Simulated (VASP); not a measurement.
# TiAl15N16 (a cell with a defect) in VASP: single point with PBEsol

Aim: the single point of TiAl15N16 (a cell with a defect) with PBEsol.

All numbers are computed with VASP 6.6.1; they aren't measurements. Logs are shortened: lines on timing, memory, paths and dates and some standing lists are left out, and cuts for length are marked.

## 1. The cell of the first run

The cell holds a defect, 64 atoms: a = 8.755 Å, b = 8.755 Å, c = 8.755 Å, α = 90.00°, β = 90.00°, γ = 90.00°.

## 2. Single point, PBEsol

The input, INCAR:

```
SYSTEM = TiAl15N16
PREC = Accurate
ENCUT = 520
EDIFF = 1E-6
ISMEAR = -1
SIGMA = 0.05
LREAL = Auto
LASPH = .True.
NELM = 120
ALGO = Normal
ISIF = 2
LWAVE = .False.
LCHARG = .True.
GGA = PS
LELF = .True.
LVHAR = .True.
ISYM = 0
NBANDS = 175
GGA_COMPAT = .False.
```

The input, KPOINTS:

```
Automatic mesh
0
Gamma
  1 1 1
  0.25 0.25 0.25
```

The input, POSCAR:

```
TiAl15N16
1.0
    8.7554440000      0.0000000000      0.0000000000
    0.0000000000      8.7554440000      0.0000000000
    0.0000000000      0.0000000000      8.7554440000
Al Ti N
30 2 32
Direct
    0.9984550000      0.9989600000      0.9997500000
    0.9994150000      0.9999420000      0.4993060000
    0.9976920000      0.5022670000      0.0011700000
    0.9984930000      0.5006560000      0.5006560000
    0.5017560000      0.9982200000      0.0011470000
    0.5001550000      0.9990150000      0.5006610000
    0.4992830000      0.4997850000      0.9980410000
    0.2512900000      0.2517980000      0.4961460000
    0.2496930000      0.7506500000      0.0007480000
    0.2481280000      0.7533640000      0.5005900000
    0.7501050000      0.2502110000      0.0007700000
    0.7528220000      0.2486770000      0.5005870000
    0.7502210000      0.7507630000      0.9995870000
    0.7509920000      0.7515210000      0.4993620000
    0.2504830000      0.9986490000      0.2519670000
    0.2484000000      0.9974730000      0.7468520000
    0.2500470000      0.4970830000      0.2539520000
    0.2508350000      0.5025760000      0.7515320000
    0.7496540000      0.0002250000      0.2498220000
    0.7503400000      0.9996570000      0.7501940000
    0.7533240000      0.5016400000      0.2472300000
    0.7510240000      0.4997820000      0.7511860000
    0.9981380000      0.2509940000      0.2519710000
    0.9969530000      0.2489090000      0.7468600000
    0.9996930000      0.7502000000      0.2498060000
    0.9991410000      0.7508640000      0.7501850000
    0.4965740000      0.2505990000      0.2539880000
    0.5020670000      0.2513260000      0.7515290000
    0.5011180000      0.7538560000      0.2471970000
    0.4992960000      0.7515510000      0.7511720000
    0.4949710000      0.4955900000      0.4917010000
    0.2516620000      0.2521920000      0.9934610000
    0.1227250000      0.1232450000      0.1292240000
    0.1248640000      0.1253940000      0.6239150000
    0.1253810000      0.6241100000      0.1257680000
    0.1252030000      0.6262620000      0.6251290000
    0.6235820000      0.1259140000      0.1257610000
    0.6257470000      0.1257020000      0.6251440000
    0.6250930000      0.6256210000      0.1244490000
    0.6258440000      0.6263370000      0.6268010000
    0.3767700000      0.3773130000      0.1275570000
    0.3725150000      0.3730290000      0.6295720000
    0.3744660000      0.8767330000      0.1244080000
    0.3753610000      0.8745390000      0.6249610000
    0.8762040000      0.3749780000      0.1244280000
    0.8740230000      0.3758630000      0.6249710000
    0.8746330000      0.8751770000      0.1250910000
    0.8752040000      0.8757340000      0.6250730000
    0.3750530000      0.1215370000      0.3765950000
    0.3778890000      0.1202330000      0.8706800000
    0.3717830000      0.6329640000      0.3705470000
    0.3750690000      0.6275860000      0.8757980000
    0.8745360000      0.1242210000      0.3748040000
    0.8749430000      0.1250730000      0.8753630000
    0.8748850000      0.6263860000      0.3751340000
    0.8747990000      0.6263720000      0.8751990000
    0.1210250000      0.3755590000      0.3765840000
    0.1197120000      0.3784150000      0.8706910000
    0.1237050000      0.8750610000      0.3747960000
    0.1245640000      0.8754630000      0.8753500000
    0.6324720000      0.3723190000      0.3705610000
    0.6270550000      0.3755640000      0.8758220000
    0.6258490000      0.8753920000      0.3751350000
    0.6258560000      0.8753150000      0.8751920000
```

Potentials or basis: VASP PAW PBE potentials, release 64 (Al, Ti_sv, N).

The run is started by

```
$ cat potpaw_PBE.64/Al/POTCAR potpaw_PBE.64/Ti_sv/POTCAR potpaw_PBE.64/N/POTCAR > POTCAR
$ mpirun -np 1 vasp_std > vasp.out
```

OUTCAR:

```text
SYSTEM = TiAl15N16
   PREC = Accurate
   ENCUT = 520
   EDIFF = 1E-6
   ISMEAR = -1
   LREAL = Auto
   LASPH = .True.
   NELM = 120
   ISIF = 2
   GGA = PS
   ISYM = 0

 ion  position               nearest neighbor table
   1  0.998  0.999  1.000-  47 1.89  60 1.89  54 1.89  33 1.91  13 3.07  26 3.08  20 3.08  25 3.09
                            19 3.09   9 3.09  11 3.09  24 3.11  16 3.11  15 3.12  23 3.12  32 3.14
   2  0.999  1.000  0.499-  53 1.89  59 1.89  48 1.89  34 1.90  10 3.07  12 3.07  24 3.07  16 3.07
                            14 3.08  23 3.09  15 3.09  25 3.09  19 3.09  26 3.10  20 3.10   8 3.12
   3  0.998  0.502  0.001-  45 1.88  56 1.89  35 1.89  58 1.90  21 3.04  13 3.07  25 3.07  22 3.07
                            26 3.09  11 3.09   9 3.10  23 3.11  18 3.11  32 3.12  17 3.13  24 3.14
   4  0.998  0.501  0.501-  57 1.88  46 1.89  55 1.89  36 1.90  12 3.08  24 3.08  22 3.08  17 3.09
                            23 3.09  14 3.09  21 3.09  26 3.09  25 3.10   8 3.11  10 3.11  18 3.12
   5  0.502  0.998  0.001-  43 1.88  64 1.89  37 1.89  50 1.90  29 3.04  13 3.07  19 3.07  30 3.07
                            20 3.09   9 3.09  11 3.10  15 3.11  28 3.11  32 3.12  27 3.13  16 3.14
   6  0.500  0.999  0.501-  49 1.88  44 1.89  63 1.89  38 1.90  10 3.08  16 3.08  30 3.08  27 3.09
                            14 3.09  15 3.09  29 3.09  20 3.09  19 3.10   8 3.11  12 3.11  28 3.12
   7  0.499  0.500  0.998-  62 1.89  52 1.89  41 1.89  39 1.91  18 3.06  28 3.06  32 3.07  22 3.09
                            30 3.09  11 3.10   9 3.10  13 3.11  29 3.12  21 3.12  27 3.13  17 3.13
   8  0.251  0.252  0.496-  49 1.89  57 1.89  42 1.90  34 1.92  27 3.02  17 3.02  31 3.02  23 3.08
                            15 3.08   6 3.11   4 3.11   2 3.12  16 3.13  24 3.13  28 3.13  18 3.13
   9  0.250  0.751  0.001-  52 1.89  43 1.89  60 1.90  35 1.90  18 3.08  29 3.08  25 3.09  30 3.09
[... 29 lines left out ...]
  24  0.997  0.249  0.747-  46 1.88  34 1.89  54 1.89  58 1.90  12 3.04  20 3.07   2 3.07  22 3.08
                             4 3.08  11 3.10  32 3.10   1 3.11  16 3.11   8 3.13  18 3.14   3 3.14
  25  1.000  0.750  0.250-  59 1.89  55 1.89  47 1.89  35 1.90  21 3.06   3 3.07  14 3.08   1 3.09
                             9 3.09   2 3.09  10 3.09  15 3.09  13 3.09  19 3.10   4 3.10  17 3.12
  26  0.999  0.751  0.750-  56 1.89  48 1.89  60 1.90  36 1.90  16 3.07  20 3.08   1 3.08  13 3.09
                            10 3.09  14 3.09  22 3.09   3 3.09   4 3.09   2 3.10  18 3.10   9 3.10
  27  0.497  0.251  0.254-  41 1.89  49 1.89  61 1.90  37 1.92  31 2.99   8 3.02  17 3.05  15 3.08
                             6 3.09  12 3.11  19 3.12   7 3.13   5 3.13  32 3.13  11 3.14  21 3.14
  28  0.502  0.251  0.752-  42 1.89  62 1.89  50 1.89  38 1.90  32 3.05   7 3.06  11 3.08  22 3.08
                            20 3.10  12 3.11  18 3.11   5 3.11   6 3.12  31 3.12   8 3.13  16 3.14
  29  0.501  0.754  0.247-  43 1.88  51 1.89  63 1.89  39 1.90   5 3.04  19 3.06  15 3.07  13 3.08
                             9 3.08   6 3.09  14 3.11  31 3.11   7 3.12  21 3.12  10 3.14  17 3.14
  30  0.499  0.752  0.751-  52 1.88  44 1.89  64 1.89  40 1.90   5 3.07  16 3.08  18 3.08   6 3.08
                             7 3.09  20 3.09   9 3.09  13 3.09  10 3.11  22 3.12  14 3.12
  31  0.495  0.496  0.492-  51 1.93  61 1.93  42 1.94  40 2.01  17 2.99  27 2.99   8 3.02  29 3.11
                            21 3.11  18 3.12  28 3.12  10 3.13  12 3.13
  32  0.252  0.252  0.993-  58 1.93  50 1.93  41 1.94  33 1.99  18 3.05  28 3.05   7 3.07  24 3.10
                            16 3.10   3 3.12   5 3.12  17 3.13  27 3.13   1 3.14
  33  0.123  0.123  0.129-  23 1.90  15 1.90   1 1.91  32 1.99
  34  0.125  0.125  0.624-  24 1.89  16 1.89   2 1.90   8 1.92
  35  0.125  0.624  0.126-   3 1.89  25 1.90   9 1.90  17 1.92
  36  0.125  0.626  0.625-  10 1.89  26 1.90  18 1.90   4 1.90
  37  0.624  0.126  0.126-   5 1.89  11 1.90  19 1.90  27 1.92
  38  0.626  0.126  0.625-  12 1.89  20 1.90  28 1.90   6 1.90
[... 24 lines left out ...]
  63  0.626  0.875  0.375-  14 1.89  19 1.89  29 1.89   6 1.89
  64  0.626  0.875  0.875-   5 1.89  13 1.89  20 1.89  30 1.89

IMPORTANT INFORMATION: All symmetrisations will be switched off!
NOSYMM: (Re-)initialisation of all symmetry stuff for point group C_1.

----------------------------------------------------------------------------------------

                                     Primitive cell

  volume of cell :     671.1731

  direct lattice vectors                    reciprocal lattice vectors
     8.755444000  0.000000000  0.000000000     0.114214653  0.000000000  0.000000000
     0.000000000  8.755444000  0.000000000     0.000000000  0.114214653  0.000000000
     0.000000000  0.000000000  8.755444000     0.000000000  0.000000000  0.114214653

  length of vectors
     8.755444000  8.755444000  8.755444000     0.114214653  0.114214653  0.114214653

  position of ions in fractional coordinates (direct lattice)
     0.998455000  0.998960000  0.999750000
[... 162 lines left out ...]
  0.250000 -0.250000  0.250000      2.000000
   k-points           NKPTS =      4   k-points in BZ     NKDIM =      4   number of bands    NBANDS=    175
   number of dos      NEDOS =    301   number of ions     NIONS =     64
   total plane-waves  NPLWV = 343000
   dimension x,y,z NGX =    70 NGY =   70 NGZ =   70
   dimension x,y,z NGXF=   140 NGYF=  140 NGZF=  140
   ions per type =              30   2  32
   NGX,Y,Z   is equivalent  to a cutoff of  13.29, 13.29, 13.29 a.u.
   NGXF,Y,Z  is equivalent  to a cutoff of  26.58, 26.58, 26.58 a.u.
 SYSTEM =  TiAl15N16
   PREC   = accura    normal or accurate (medium, high low for compatibility)
   ISTART =      0    job   : 0-new  1-cont  2-samecut
   ICHARG =      2    charge: 1-file 2-atom 10-const
   ISPIN  =      1    spin polarized calculation?
   LNONCOLLINEAR =      F non collinear calculations
   LSORBIT =      F    spin-orbit coupling
   LASPH  =      T    aspherical Exc in radial PAW
   ENCUT  =  520.0 eV  38.22 Ry    6.18 a.u.  16.28 16.28 16.28*2*pi/ulx,y,z
   NELM   =    120;   NELMIN=  2; NELMDL= -5     # of ELM steps
   EDIFF  = 0.1E-05   stopping-criterion for ELM
   LREAL  =      T    real-space projection
   EDIFFG = 0.1E-04   stopping-criterion for IOM
   NSW    =      0    number of steps for IOM
   IBRION =     -1    ionic relax: 0-MD 1-quasi-New 2-CG
   NFREE  =      0    steps in history (QN), initial steepest desc. (CG)
   ISIF   =      2    stress and relaxation
   ISYM   =      0    0-nonsym 1-usesym 2-fastsym
   POTIM  = 0.5000    time-step for ionic-motion
   TEBEG  =    0.0;   TEEND  =   0.0 temperature during run
   PSTRESS=    0.0 pullay stress
   NELECT =     274.0000    total number of electrons
   NUPDOWN=      -1.0000    fix difference up-down
   EMIN   =  10.00;   EMAX   =-10.00  energy-range for DOS
   EFERMI =   0.00;   METHOD = LEGACY
   ISMEAR =    -1;   SIGMA  =   0.05  broadening in eV -4-tet -1-fermi 0-gaus
   EFERMI_NEDOS =   21; number of points for ismear=-14 and -15
   IALGO  =     38    algorithm
   IMIX   =      4    mixing-type and parameters
     AMIX     =   0.40;   BMIX     =  1.00
     AMIX_MAG =   1.60;   BMIX_MAG =  1.00
  volume/ion in A,a.u.               =      10.49        70.77
  Fermi-wavevector in a.u.,A,eV,Ry     =   1.214452  2.294981 20.067130  1.474892
  Thomas-Fermi vector in A             =   2.349871
   LORBIT       =      0    0 simple, 1 ext, 2 COOP (PROOUT), +10 PAW based schemes
   GGA     = PS    functional components
   LHFCALC =     F    Hartree Fock is set to
   AEXX    =    0.0000 exact exchange contribution
   IVDW    =     0    specifies the selected vdW correction
   LEPSILON=     F    determine dielectric tensor
   LRPA    =     F    only Hartree local field effects (RPA)
 non-spin polarized calculation
  energy-cutoff  :      520.00
  volume of cell :      671.17
 maximum number of plane-waves:     18052
 NGX is ok and might be reduce to    70
   NGX = 33   NGY = 33   NGZ = 33

 number of electron     273.9999965 magnetization

 Free energy of the ion-electron system (eV)
  ---------------------------------------------------
  ext. energy  EPLUGINS =         0.00000000
  ---------------------------------------------------
  free energy    TOTEN  =      -505.05385415 eV

  energy without entropy =     -504.95369073  energy(sigma->0) =     -505.00377244

 E-fermi :   9.3253     XC(G=0): -11.1904

 val. band max:        9.2642028567   @ k =  -0.2500  -0.2500   0.2500
 cond. band min:       9.4343520861   @ k =   0.2500  -0.2500   0.2500
 fundamental gap:      0.1701492294
 Fermi energy:         9.3253048431

 k-point     1 :       0.2500    0.2500    0.2500
  band No.  band energies     occupation
      1     -48.9906      2.00000
      2     -48.9689      2.00000
      3     -25.5419      2.00000
      4     -25.5014      2.00000
      5     -25.4676      2.00000
      6     -25.4562      2.00000
[... 597 lines left out ...]
    148      10.7883      0.00000
    149      11.0059      0.00000
 [bands above 149 left out]

------------------------ aborting loop because EDIFF is reached ----------------------------------------

  FORCE on cell =-STRESS in cart. coord.  units (eV):
  Direction    XX          YY          ZZ          XY          YZ          ZX
  --------------------------------------------------------------------------------------
  -------------------------------------------------------------------------------------
  Total        8.7276054      8.7131846      7.3389021      0.0496400     -0.4351507     -0.4260993
  in kB       20.8339282     20.7995037     17.5189130      0.1184971     -1.0387612     -1.0171543
  external PRESSURE =      19.7174483 kB  Pullay stress =       0.0000000 kB

 VOLUME and BASIS-vectors are now :
 -----------------------------------------------------------------------------
  energy-cutoff  :      520.00
  volume of cell :      671.17
      direct lattice vectors                 reciprocal lattice vectors
     8.755444000  0.000000000  0.000000000     0.114214653  0.000000000  0.000000000
     0.000000000  8.755444000  0.000000000     0.000000000  0.114214653  0.000000000
     0.000000000  0.000000000  8.755444000     0.000000000  0.000000000  0.114214653

 POSITION                                       TOTAL-FORCE (eV/Angst)
 -----------------------------------------------------------------------------------
      8.74192      8.74634      8.75326         0.036254      0.037294     -0.004386
      8.75032      8.75494      4.37165         0.026741      0.025582     -0.026327
      8.73524      4.39757      0.01024         0.046941      0.003549     -0.004620
      8.74225      4.38347      4.38347         0.012389      0.096116      0.036560
      4.39310      8.73986      0.01004         0.000820      0.049676     -0.005465
      4.37908      8.74682      4.38351         0.095731      0.011577      0.037228
[... 56 lines left out ...]
      5.47959      7.66445      3.28447        -0.057570      0.005753     -0.021029
      5.47965      7.66377      7.66269        -0.028213      0.023715     -0.027808
 -----------------------------------------------------------------------------------
    total drift:                                0.008744      0.012518      0.028373

  FREE ENERGIE OF THE ION-ELECTRON SYSTEM (eV)
  ---------------------------------------------------
  free  energy   TOTEN  =      -505.0538541450 eV

  energy  without entropy=     -504.9536907317  energy(sigma->0) =     -505.00377244
```

It took 28 min on 1 thread of Oxide Virtual Turin-like, shared host; peak memory 0.83 GiB.

Results:

```yaml
Free_energy: -505.0539 eV
Pressure: 2.0 GPa
Largest_force: 0.393 eV/Å
Band_gap_on_the_k_mesh: 0.17 eV
```

Forces on the atoms (eV/Å):
```
Al   0.036  0.037 -0.004
Al   0.027  0.026 -0.026
Al   0.047  0.004 -0.005
Al   0.012  0.096  0.037
Al   0.001  0.050 -0.005
Al   0.096  0.012  0.037
Al   0.100  0.105 -0.034
Al  -0.133 -0.130  0.185
Al  -0.004  0.017  0.044
Al  -0.026 -0.009  0.035
Al   0.023 -0.007  0.041
Al  -0.005 -0.030  0.036
Al  -0.010 -0.016  0.018
Al  -0.032 -0.034  0.019
Al  -0.035 -0.016 -0.031
Al  -0.024  0.048  0.053
Al  -0.212  0.206 -0.162
Al   0.006  0.064  0.004
Al   0.025  0.054  0.015
Al  -0.008  0.060  0.015
Al  -0.002  0.058  0.008
Al  -0.059  0.069 -0.009
Al  -0.017 -0.035 -0.032
Al   0.048 -0.025  0.055
Al   0.051  0.021  0.017
Al   0.057 -0.010  0.017
Al   0.204 -0.210 -0.165
Al   0.061  0.011  0.002
Al   0.058 -0.004  0.013
Al   0.064 -0.059 -0.009
Ti   0.285  0.266  0.042
Ti  -0.114 -0.112  0.011
N    0.066  0.065 -0.026
N    0.011  0.008 -0.062
N    0.011 -0.026  0.013
N   -0.005 -0.053 -0.032
N   -0.028  0.009  0.016
N   -0.052 -0.002 -0.035
N   -0.021 -0.021 -0.005
N   -0.005 -0.004  0.085
N    0.016  0.012  0.077
N   -0.101 -0.102  0.036
N   -0.004 -0.045 -0.039
N   -0.019 -0.007 -0.019
N   -0.046 -0.003 -0.040
N   -0.007 -0.018 -0.019
N   -0.035 -0.036 -0.016
N   -0.027 -0.028 -0.007
N   -0.046  0.142 -0.038
N    0.015 -0.061 -0.002
N   -0.017 -0.095  0.006
N   -0.029 -0.050  0.015
N    0.007 -0.027  0.024
N   -0.020 -0.023 -0.030
N    0.005 -0.058 -0.020
N    0.022 -0.028 -0.028
N    0.143 -0.046 -0.036
N   -0.061  0.014 -0.004
N   -0.028  0.008  0.024
N   -0.024 -0.020 -0.031
N   -0.105 -0.013  0.010
N   -0.049 -0.028  0.011
N   -0.058  0.006 -0.021
N   -0.028  0.024 -0.028
```

Caveat: the PAW data sets were made with another functional, which shifts forces and pressure a little.
